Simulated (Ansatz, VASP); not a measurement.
**BeTe: VASP beside Ansatz**

```
CELL_PARAMETERS angstrom
0.00000 2.83146 2.83146
2.83146 0.00000 2.83146
2.83146 2.83146 0.00000
ATOMIC_POSITIONS crystal
Be 0.00000 0.00000 0.00000
Te 0.25000 0.25000 0.25000
```

Alike in both runs: task single point; functional PBE; k mesh 6 × 6 × 6; occupations gaussian, width 0.1 eV; no spin polarisation.

|  | VASP | Ansatz |
| --- | --- | --- |
| version | VASP 6.6.1 | Ansatz 0.2.0 |
| potentials or method | VASP PAW PBE potentials, release 64 (Be, Te), cutoff 600 eV | scalar-relativistic, plane waves, PAW |
| valence electrons in the cell | 8 | 18 |

Ansatz gave:

```
gap on the k mesh at the Fermi level (eV) : 2.03
least direct gap on the mesh (eV)         : 3.64
pressure (GPa)                            : 0.1
```

Problem. Which values does VASP return?

Solution. gap on the k mesh at the Fermi level (eV): 2.01; least direct gap on the mesh (eV): 3.62; pressure (GPa): 0.2.

VASP's potentials hold 8 valence electrons a cell and Ansatz's 18, so a difference there can come from the potentials and not from the codes.

Spin-orbit coupling is off throughout.
